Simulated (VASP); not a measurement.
# GaP (R-3m) in VASP: further runs, part 2 of 2

VASP 6.6.1.

### Step 4. Single point, PBE

This run uses another cell than the first one, of 21.02 Å³/atom.

Contents of INCAR:

```
SYSTEM = GaP
PREC     = Accurate       ! precision mode
ENCUT    = 520            ! plane-wave cutoff, eV
EDIFF    = 1E-6           ! SCF threshold, eV
ISMEAR   = 0              ! smearing method
SIGMA    = 0.02           ! smearing width, eV
LREAL    = .FALSE.        ! projectors in reciprocal space
LASPH    = .TRUE.         ! aspherical terms in the spheres
NELM     = 100            ! most SCF steps
ALGO     = Normal         ! electronic algorithm
ISIF     = 2              ! what is computed and relaxed
LWAVE    = .FALSE.        ! write WAVECAR
LCHARG   = .TRUE.         ! write CHGCAR
GGA      = PE             ! functional
LELF     = .TRUE.         ! ELF
LVHAR    = .TRUE.       
NBANDS   = 26             ! bands
```

Contents of KPOINTS:

```
regular mesh
0
G
  12 12 12
  0 0 0
```

Contents of POSCAR:

```
GaP
1.0
    1.9422823936      1.1213772628      6.4350460940
   -1.9422823936      1.1213772628      6.4350460940
    0.0000000000     -2.2427545255      6.4350460940
Ga P
2 2
Direct
    0.4355849402      0.4355849402      0.4355849402
    0.5644150598      0.5644150598      0.5644150598
    0.0575054016      0.0575054016      0.0575054016
    0.9424945984      0.9424945984      0.9424945984
```

Potentials or basis: VASP PAW PBE potentials, release 64 (Ga_d, P).

Command:

```console
$ cat potpaw_PBE.64/Ga_d/POTCAR potpaw_PBE.64/P/POTCAR > POTCAR
$ mpirun -np 1 vasp_std > vasp.out
```

OUTCAR:

```text
SYSTEM = GaP
   PREC = Accurate
   ENCUT = 520
   EDIFF = 1E-6
   ISMEAR = 0
   LREAL = .FALSE.
   LASPH = .TRUE.
   NELM = 100
   ISIF = 2
   GGA = PE

 ion  position               nearest neighbor table
   1  0.436  0.436  0.436-   3 2.40   3 2.40   3 2.40   2 2.49
   2  0.564  0.564  0.564-   4 2.40   4 2.40   4 2.40   1 2.49
   3  0.058  0.058  0.058-   4 2.22   1 2.40   1 2.40   1 2.40
   4  0.942  0.942  0.942-   3 2.22   2 2.40   2 2.40   2 2.40

  LATTYP: Found a trigonal (rhomboedric) cell.
 ALAT       =     6.8146728530
 COS(alpha) =     0.8375331655

  Lattice vectors:

 A1 = (   1.9422823936,   1.1213772628,   6.4350460940)
 A2 = (  -1.9422823936,   1.1213772628,   6.4350460940)
 A3 = (   0.0000000000,  -2.2427545255,   6.4350460940)

Analysis of symmetry for initial positions (statically):
=====================================================================
 Subroutine PRICEL returns:
 Original cell was already a primitive cell.

 Routine SETGRP: Setting up the symmetry group for a
 trigonal (rhombohedral) supercell.

 Subroutine GETGRP returns: Found 12 space group operations
 (whereof 12 operations were pure point group operations)
[... 165 lines left out ...]
  free energy    TOTEN  =       -17.73934357 eV

  energy without entropy =      -17.73934357  energy(sigma->0) =      -17.73934357

 E-fermi :   4.7060     XC(G=0):  -9.6681

 val. band max:        4.6160087267   @ k =   0.0000   0.0000   0.0000
 cond. band min:       5.4276950458   @ k =   0.5000   0.5000   0.0000
 fundamental gap:      0.8116863191
 Fermi energy:         4.7059967863

 k-point     1 :       0.0000    0.0000    0.0000
  band No.  band energies     occupation
      1     -10.1463      2.00000
      2     -10.0180      2.00000
      3     -10.0180      2.00000
      4     -10.0030      2.00000
      5     -10.0030      2.00000
      6      -9.9518      2.00000
[... 685 lines left out ...]
     25      11.7333      0.00000
     26      12.4013      0.00000

 [... further k-points ...]
[... 5 lines left out ...]
  --------------------------------------------------------------------------------------
  -------------------------------------------------------------------------------------
  Total       -0.0002430     -0.0002430     -0.0497090      0.0000000     -0.0000000      0.0000000
  in kB       -0.0046290     -0.0046290     -0.9470628      0.0000000     -0.0000000      0.0000000
  external PRESSURE =      -0.3187736 kB  Pullay stress =       0.0000000 kB

 VOLUME and BASIS-vectors are now :
 -----------------------------------------------------------------------------
  energy-cutoff  :      520.00
  volume of cell :       84.09
      direct lattice vectors                 reciprocal lattice vectors
     1.942282394  1.121377263  6.435046094     0.257429096  0.148626758  0.051799681
    -1.942282394  1.121377263  6.435046094    -0.257429096  0.148626758  0.051799681
     0.000000000 -2.242754526  6.435046094     0.000000000 -0.297253515  0.051799681

 POSITION                                       TOTAL-FORCE (eV/Angst)
 -----------------------------------------------------------------------------------
      0.00000      0.00000      8.40903         0.000000     -0.000000     -0.000748
      0.00000      0.00000     10.89611         0.000000      0.000000      0.000748
      0.00000      0.00000      1.11015         0.000000     -0.000000     -0.038206
      0.00000      0.00000     18.19499         0.000000      0.000000      0.038206
 -----------------------------------------------------------------------------------
    total drift:                               -0.000000     -0.000000      0.000000

  FREE ENERGIE OF THE ION-ELECTRON SYSTEM (eV)
  ---------------------------------------------------
  free  energy   TOTEN  =       -17.7393435724 eV

  energy  without entropy=      -17.7393435724  energy(sigma->0) =      -17.73934357
```

OSZICAR:

```text
N       E                     dE             d eps       ncg     rms          rms(c)
DAV:   1     0.232847784015E+03    0.23285E+03   -0.17088E+04  9994   0.200E+03
DAV:   2     0.920883403068E+01   -0.22364E+03   -0.21534E+03 10692   0.432E+02
DAV:   3    -0.171650758017E+02   -0.26374E+02   -0.25996E+02 12500   0.119E+02
DAV:   4    -0.180119893007E+02   -0.84691E+00   -0.84416E+00 11482   0.219E+01
DAV:   5    -0.180359486904E+02   -0.23959E-01   -0.23936E-01 13324   0.341E+00    0.631E+00
DAV:   6    -0.177840870818E+02    0.25186E+00   -0.37981E-01 13804   0.881E+00    0.377E+00
DAV:   7    -0.177378681265E+02    0.46219E-01   -0.25686E-01 11634   0.277E+00    0.102E+00
DAV:   8    -0.177385902891E+02   -0.72216E-03   -0.28729E-02 11794   0.183E+00    0.251E-01
DAV:   9    -0.177390622098E+02   -0.47192E-03   -0.41526E-03 11948   0.634E-01    0.982E-02
DAV:  10    -0.177392028478E+02   -0.14064E-03   -0.58942E-04 12386   0.176E-01    0.361E-02
DAV:  11    -0.177393278014E+02   -0.12495E-03   -0.12700E-04 10684   0.785E-02    0.183E-02
DAV:  12    -0.177393427059E+02   -0.14904E-04   -0.20809E-05 12736   0.273E-02    0.724E-03
DAV:  13    -0.177393435724E+02   -0.86647E-06   -0.34990E-06  9562   0.135E-02
   1 F= -.17739344E+02 E0= -.17739344E+02  d E =-.210870E-13
```

stdout:

```text
POSCAR found type information on POSCAR GaP
 POSCAR found :  2 types and       4 ions
 scaLAPACK will be used
 LDA part: xc-table for (Slater+PW92), standard interpolation
 POSCAR, INCAR and KPOINTS ok, starting setup
 FFT: planning ... GRIDC
 FFT: planning ... GRID_SOFT
 FFT: planning ... GRID
 WAVECAR not read
 entering main loop
```

Wall time 19 min (1 thread of Oxide Virtual Turin-like, shared host); peak memory 0.59 GiB.

What came out:

- Free energy: -17.7393 eV
- Pressure: 0.0 GPa
- Largest force: 0.038 eV/Å
- Band gap on the k mesh: 0.81 eV (least direct gap 1.13 eV)

Forces on the atoms (eV/Å):
```
Ga   0.000  0.000 -0.001
Ga   0.000  0.000  0.001
P    0.000  0.000 -0.038
P    0.000  0.000  0.038
```

A k mesh can miss the band edges.

### Step 5. The runs side by side

```csv
task,cell,k mesh,cutoff (eV),gap on the mesh (eV),pressure (GPa),largest force (eV/Å)
relaxation of shape and atoms at fixed volume,"relaxed from a = 6.882 Å, angles 33.1°, 4 atoms, atomic positions A",9 × 9 × 9,600,0.94,-1.9,0.01
relaxation of shape and atoms at fixed volume,"relaxed from a = 6.942 Å, angles 33.2°, 4 atoms, atomic positions B",9 × 9 × 9,600,0.90,-3.5,0.01
single point,"a = 6.815 Å, angles 33.1°, 4 atoms, atomic positions A",12 × 12 × 12,520,0.81,0.0,0.04
```

Alike in all rows: level PBE; potentials or basis VASP PAW PBE potentials, release 64 (Ga_d, P); no spin polarisation; smearing gaussian 0.02 eV.

Absolute energies hang on the potentials; compare differences alone.
